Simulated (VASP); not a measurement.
A run of VASP 6.6.1 is set up as follows.

File INCAR:

```
SYSTEM = ScAl3
ALGO = Fast
EDIFF = 1E-6
ENCUT = 520
GGA = PE
ISIF = 2
ISMEAR = 0
LASPH = .True.
LCHARG = .False.
LREAL = .False.
LWAVE = .False.
NBANDS = 18
NELM = 80
PREC = Accurate
SIGMA = 0.15
```

KPOINTS

```
k-points
0
Gamma
  14 14 14
  0 0 0
```

POSCAR

```
ScAl3
1.0
    4.2184199525     -0.6489876850     -0.6489876850
   -0.6489876850      4.2184199525     -0.6489876850
   -0.6489876850     -0.6489876850      4.2184199525
Sc Al
1 3
Direct
    0.0000000000      0.0000000000      0.0000000000
    0.5000000000      0.0000000000      0.5000000000
    0.0000000000      0.5000000000      0.5000000000
    0.5000000000      0.5000000000      0.0000000000
```

Potentials or basis: VASP PAW PBE potentials, release 64 (Sc_sv, Al).

Run with:

```sh
$ cat potpaw_PBE.64/Sc_sv/POTCAR potpaw_PBE.64/Al/POTCAR > POTCAR
$ mpirun -np 1 vasp_std > vasp.out
```

Question: Predict the pressure.

Answer: 16.0 GPa.

Question: What does it give for the band gap on the k mesh?

Answer: Zero (bands 10 and 11 overlap by 0.48 eV).

Stress tensor (GPa, compression positive):
```
15.96  9.11  9.11
 9.11 15.96  9.11
 9.11  9.11 15.96
```

Caveat: the cell stands under pressure.
